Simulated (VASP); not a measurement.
# AlN (F-43m) in VASP: a series of runs

The runs below take AlN through single point, relaxation of cell and atoms, with LDA.

Program: VASP 6.6.1. These are calculated values, not measurements. Logs are shortened: lines on timing, memory, paths and dates and some standing lists are left out, and cuts for length are marked.

**1. The cell of the first run**

The structure is cubic, space group F-43m (No. 216). Conventional cell: a = 4.297 Å, b = 4.297 Å, c = 4.297 Å, α = 90.00°, β = 90.00°, γ = 90.00°. Al (site symmetry -43m) has 4 N at 1.86 Å within 2.5 Å. Within 2.5 Å of N (site symmetry -43m) lie 4 Al at 1.86 Å.

**2. Single point, LDA**

Input file INCAR:

```
SYSTEM = AlN
ALGO = Normal ; EDIFF = 1E-6
ENCUT = 520 ; GGA = CA
ISIF = 2 ; ISMEAR = 0
LASPH = .True. ; LCHARG = .True.
LELF = .True. ; LREAL = .False.
LVHAR = .True. ; LWAVE = .False.
NBANDS = 11 ; NELM = 80
PREC = Accurate ; SIGMA = 0.01
```

Input file KPOINTS:

```
k-points
0
Gamma
  10 10 10
  0 0 0
```

Input file POSCAR:

```
AlN
1.0
    2.1485821229      2.1485821229      0.0000000000
   -2.1485821229      2.1485821229      0.0000000000
    0.0000000000      2.1485821229      2.1485821229
Al N
1 1
Direct
    0.0000000000      0.0000000000      0.0000000000
    0.2500000000      0.7500000000      0.5000000000
```

Potentials or basis: VASP PAW LDA potentials, release 64 (Al, N).

Command:

```console
> cat potpaw_LDA.64/Al/POTCAR potpaw_LDA.64/N/POTCAR > POTCAR
> mpirun -np 1 vasp_std > vasp.out
```

OUTCAR:

```text
SYSTEM = AlN
   EDIFF = 1E-6
   ENCUT = 520
   GGA = CA
   ISIF = 2
   ISMEAR = 0
   LASPH = .True.
   LREAL = .False.
   NELM = 80
   PREC = Accurate

 ion  position               nearest neighbor table
   1  0.000  0.000  0.000-   2 1.86   2 1.86   2 1.86   2 1.86
   2  0.250  0.750  0.500-   1 1.86   1 1.86   1 1.86   1 1.86

  LATTYP: Found a face centered cubic cell.
 ALAT       =     4.2971642458

  Lattice vectors:

 A1 = (   0.0000000000,   2.1485821229,   2.1485821229)
 A2 = (   2.1485821229,   0.0000000000,   2.1485821229)
 A3 = (   2.1485821229,   2.1485821229,   0.0000000000)

Analysis of symmetry for initial positions (statically):
=====================================================================
 Subroutine PRICEL returns:
 Original cell was already a primitive cell.

 Routine SETGRP: Setting up the symmetry group for a
 face centered cubic supercell.

 Subroutine GETGRP returns: Found 24 space group operations
 (whereof 24 operations were pure point group operations)
 out of a pool of 48 trial point group operations.

The static configuration has the point symmetry T_d .

Analysis of symmetry for dynamics (positions and initial velocities):
=====================================================================
 Subroutine PRICEL returns:
 Original cell was already a primitive cell.

 Routine SETGRP: Setting up the symmetry group for a
 face centered cubic supercell.

 Subroutine GETGRP returns: Found 24 space group operations
 (whereof 24 operations were pure point group operations)
 out of a pool of 48 trial point group operations.

The dynamic configuration has the point symmetry T_d .

 Subroutine INISYM returns: Found 24 space group operations
 (whereof 24 operations are pure point group operations),
 and found     1 'primitive' translations

----------------------------------------------------------------------------------------

                                     Primitive cell

  volume of cell :      19.8375

  direct lattice vectors                    reciprocal lattice vectors
     2.148582123  2.148582123  0.000000000     0.232711608  0.232711608 -0.232711608
    -2.148582123  2.148582123  0.000000000    -0.232711608  0.232711608 -0.232711608
     0.000000000  2.148582123  2.148582123     0.000000000  0.000000000  0.465423215

  length of vectors
     3.038553978  3.038553978  3.038553978     0.403068328  0.403068328  0.465423215

  position of ions in fractional coordinates (direct lattice)
     0.000000000  0.000000000  0.000000000
     0.250000000  0.750000000  0.500000000

  ion indices of the primitive-cell ions
   primitive index   ion index
                 1           1
                 2           2

----------------------------------------------------------------------------------------

 KPOINTS: k-points

Automatic generation of k-mesh.
 Grid dimensions read from file:
 generate k-points for:   10   10   10

 Generating k-lattice:

  Cartesian coordinates                     Fractional coordinates (reciprocal lattice)
     0.023271161  0.023271161 -0.023271161     0.100000000  0.000000000  0.000000000
    -0.023271161  0.023271161 -0.023271161     0.000000000  0.100000000  0.000000000
     0.000000000  0.000000000  0.046542322     0.000000000  0.000000000  0.100000000

  Length of vectors
     0.040306833  0.040306833  0.046542322

  Shift w.r.t. Gamma in fractional coordinates (k-lattice)
     0.000000000  0.000000000  0.000000000

 Subroutine IBZKPT returns following result:
 ===========================================

 Found     47 irreducible k-points:

 Following reciprocal coordinates:
            Coordinates               Weight
  0.000000  0.000000  0.000000      1.000000
  0.100000  0.000000  0.000000      8.000000
  0.200000  0.000000  0.000000      8.000000
  0.300000  0.000000  0.000000      8.000000
  0.400000  0.000000  0.000000      8.000000
  0.500000  0.000000  0.000000      4.000000
[... 16 lines left out ...]
  0.300000  0.300000  0.000000     12.000000
  0.400000  0.300000  0.000000     24.000000
 [... further k-points ...]
   k-points           NKPTS =     47   k-points in BZ     NKDIM =     47   number of bands    NBANDS=     11
   number of dos      NEDOS =    301   number of ions     NIONS =      2
   total plane-waves  NPLWV =  13824
   dimension x,y,z NGX =    24 NGY =   24 NGZ =   24
   dimension x,y,z NGXF=    48 NGYF=   48 NGZF=   48
   ions per type =               1   1
   NGX,Y,Z   is equivalent  to a cutoff of  13.13, 13.13, 13.13 a.u.
   NGXF,Y,Z  is equivalent  to a cutoff of  26.26, 26.26, 26.26 a.u.
 SYSTEM =  AlN
   PREC   = accura    normal or accurate (medium, high low for compatibility)
   ISTART =      0    job   : 0-new  1-cont  2-samecut
   ICHARG =      2    charge: 1-file 2-atom 10-const
   ISPIN  =      1    spin polarized calculation?
   LNONCOLLINEAR =      F non collinear calculations
   LSORBIT =      F    spin-orbit coupling
   LASPH  =      T    aspherical Exc in radial PAW
   ENCUT  =  520.0 eV  38.22 Ry    6.18 a.u.   5.65  5.65  5.65*2*pi/ulx,y,z
   NELM   =     80;   NELMIN=  2; NELMDL= -5     # of ELM steps
   EDIFF  = 0.1E-05   stopping-criterion for ELM
   LREAL  =      F    real-space projection
   EDIFFG = 0.1E-04   stopping-criterion for IOM
   NSW    =      0    number of steps for IOM
   IBRION =     -1    ionic relax: 0-MD 1-quasi-New 2-CG
   NFREE  =      0    steps in history (QN), initial steepest desc. (CG)
   ISIF   =      2    stress and relaxation
   ISYM   =      2    0-nonsym 1-usesym 2-fastsym
   POTIM  = 0.5000    time-step for ionic-motion
   TEBEG  =    0.0;   TEEND  =   0.0 temperature during run
   PSTRESS=    0.0 pullay stress
   NELECT =       8.0000    total number of electrons
   NUPDOWN=      -1.0000    fix difference up-down
   EMIN   =  10.00;   EMAX   =-10.00  energy-range for DOS
   EFERMI =   0.00;   METHOD = LEGACY
   ISMEAR =     0;   SIGMA  =   0.01  broadening in eV -4-tet -1-fermi 0-gaus
   EFERMI_NEDOS =   21; number of points for ismear=-14 and -15
   IALGO  =     38    algorithm
   IMIX   =      4    mixing-type and parameters
     AMIX     =   0.40;   BMIX     =  1.00
     AMIX_MAG =   1.60;   BMIX_MAG =  1.00
  volume/ion in A,a.u.               =       9.92        66.93
  Fermi-wavevector in a.u.,A,eV,Ry     =   1.209510  2.285643 19.904166  1.462915
  Thomas-Fermi vector in A             =   2.345085
   LORBIT       =      0    0 simple, 1 ext, 2 COOP (PROOUT), +10 PAW based schemes
   GGA     = CA    functional components
   LHFCALC =     F    Hartree Fock is set to
   AEXX    =    0.0000 exact exchange contribution
   IVDW    =     0    specifies the selected vdW correction
   LEPSILON=     F    determine dielectric tensor
   LRPA    =     F    only Hartree local field effects (RPA)
 non-spin polarized calculation
 Gauss-broadening in eV      SIGMA  =   0.01
  energy-cutoff  :      520.00
  volume of cell :       19.84
 maximum number of plane-waves:       548
   NGX = 11   NGY = 11   NGZ = 11

 number of electron       7.9999999 magnetization

 Free energy of the ion-electron system (eV)
  ---------------------------------------------------
  ext. energy  EPLUGINS =         0.00000000
  ---------------------------------------------------
  free energy    TOTEN  =       -16.35888919 eV

  energy without entropy =      -16.35888919  energy(sigma->0) =      -16.35888919

 E-fermi :   6.2445     XC(G=0): -11.4817

 val. band max:        6.1815771744   @ k =   0.0000   0.0000   0.0000
 cond. band min:       9.4246274969   @ k =   0.5000   0.5000   0.0000
 fundamental gap:      3.2430503224
 Fermi energy:         6.2444821016

 k-point     1 :       0.0000    0.0000    0.0000
  band No.  band energies     occupation
      1      -8.9334      2.00000
      2       6.1816      2.00000
      3       6.1816      2.00000
      4       6.1816      2.00000
      5      10.8606      0.00000
      6      19.0027      0.00000
      7      19.0027      0.00000
      8      19.0027      0.00000
      9      24.0961      0.00000
     10      24.0961      0.00000
     11      25.5790      0.00000

 k-point     2 :       0.1000    0.0000    0.0000
  band No.  band energies     occupation
      1      -8.7752      2.00000
      2       5.3743      2.00000
      3       6.1288      2.00000
      4       6.1288      2.00000
      5      11.4909      0.00000
      6      18.6192      0.00000
      7      19.1414      0.00000
      8      19.1414      0.00000
      9      22.8058      0.00000
     10      22.8058      0.00000
     11      24.7648      0.00000

 k-point     3 :       0.2000    0.0000    0.0000
  band No.  band energies     occupation
      1      -8.3228      2.00000
      2       3.7267      2.00000
      3       5.9974      2.00000
      4       5.9974      2.00000
      5      12.5782      0.00000
      6      17.8242      0.00000
      7      19.0391      0.00000
      8      19.0391      0.00000
      9      22.2847      0.00000
     10      22.2847      0.00000
     11      23.9140      0.00000

 k-point     4 :       0.3000    0.0000    0.0000
  band No.  band energies     occupation
      1      -7.6578      2.00000
      2       1.9980      2.00000
      3       5.8468      2.00000
      4       5.8468      2.00000
      5      13.3807      0.00000
      6      17.0596      0.00000
      7      18.3132      0.00000
      8      18.3132      0.00000
      9      23.4156      0.00000
     10      23.4156      0.00000
     11      23.7771      0.00000

 k-point     5 :       0.4000    0.0000    0.0000
  band No.  band energies     occupation
      1      -6.9780      2.00000
      2       0.6196      2.00000
      3       5.7334      2.00000
      4       5.7334      2.00000
      5      13.7815      0.00000
      6      16.5000      0.00000
      7      17.6801      0.00000
      8      17.6801      0.00000
      9      24.2453      0.00000
     10      25.3113      0.00000
     11      25.3113      0.00000
[... 211 lines left out ...]
 k-point    21 :      -0.3000    0.2000    0.0000
  band No.  band energies     occupation
      1      -7.6255      2.00000
      2       2.9404      2.00000
      3       5.1636      2.00000
      4       5.2086      2.00000
      5      12.6130      0.00000
      6      16.7984      0.00000
      7      17.6946      0.00000
      8      20.1699      0.00000
      9      20.8419      0.00000
     10      25.8674      0.00000
     11      27.8282      0.00000

 k-point    22 :      -0.2000    0.2000    0.0000
  band No.  band energies     occupation
      1      -8.1222      2.00000
      2       3.9793      2.00000
      3       5.4519      2.00000
      4       5.4519      2.00000
      5      12.6111      0.00000
      6      17.2379      0.00000
      7      18.2219      0.00000
      8      20.0510      0.00000
      9      20.0510      0.00000
     10      25.3388      0.00000
     11      28.0622      0.00000

 k-point    23 :       0.3000    0.3000    0.0000
  band No.  band energies     occupation
      1      -6.3246      2.00000
      2       1.5159      2.00000
      3       2.7890      2.00000
      4       5.2905      2.00000
      5      13.0279      0.00000
      6      16.3020      0.00000
      7      18.7392      0.00000
      8      19.3241      0.00000
      9      23.8226      0.00000
     10      23.8810      0.00000
     11      30.0588      0.00000

 k-point    24 :       0.4000    0.3000    0.0000
  band No.  band energies     occupation
      1      -6.0871      2.00000
      2       1.4364      2.00000
      3       2.7084      2.00000
      4       4.9516      2.00000
      5      12.0027      0.00000
      6      16.5568      0.00000
      7      19.2565      0.00000
      8      19.9748      0.00000
      9      22.3393      0.00000
     10      25.7835      0.00000
     11      30.9154      0.00000

 [... further k-points ...]

------------------------ aborting loop because EDIFF is reached ----------------------------------------

  FORCE on cell =-STRESS in cart. coord.  units (eV):
  Direction    XX          YY          ZZ          XY          YZ          ZX
  --------------------------------------------------------------------------------------
  -------------------------------------------------------------------------------------
  Total        0.9597857      0.9597857      0.9597857      0.0000000     -0.0000000      0.0000000
  in kB       77.5173638     77.5173638     77.5173638      0.0000000     -0.0000000      0.0000000
  external PRESSURE =      77.5173638 kB  Pullay stress =       0.0000000 kB

 VOLUME and BASIS-vectors are now :
 -----------------------------------------------------------------------------
  energy-cutoff  :      520.00
  volume of cell :       19.84
      direct lattice vectors                 reciprocal lattice vectors
     2.148582123  2.148582123  0.000000000     0.232711608  0.232711608 -0.232711608
    -2.148582123  2.148582123  0.000000000    -0.232711608  0.232711608 -0.232711608
     0.000000000  2.148582123  2.148582123     0.000000000  0.000000000  0.465423215

 POSITION                                       TOTAL-FORCE (eV/Angst)
 -----------------------------------------------------------------------------------
      0.00000      0.00000      0.00000        -0.000000     -0.000000      0.000000
     -1.07429      3.22287      1.07429         0.000000      0.000000      0.000000
 -----------------------------------------------------------------------------------
    total drift:                                0.000000      0.000000      0.000000

  FREE ENERGIE OF THE ION-ELECTRON SYSTEM (eV)
  ---------------------------------------------------
  free  energy   TOTEN  =       -16.3588891894 eV

  energy  without entropy=      -16.3588891894  energy(sigma->0) =      -16.35888919
```

Run time: 4.2 s. Hardware: 1 thread of Intel Xeon Platinum 8488C (Sapphire Rapids), shared host; peak memory 0.12 GiB.

Results:

```yaml
Free_energy: -16.3589 eV
Pressure: 7.8 GPa
Band_gap_on_the_k_mesh: 3.24 eV, indirect (least direct gap 4.68 eV)
```

A k mesh can miss the band edges. LDA gaps usually lie below the measured ones, often by a third to a half.

[end of part 1 of 2]
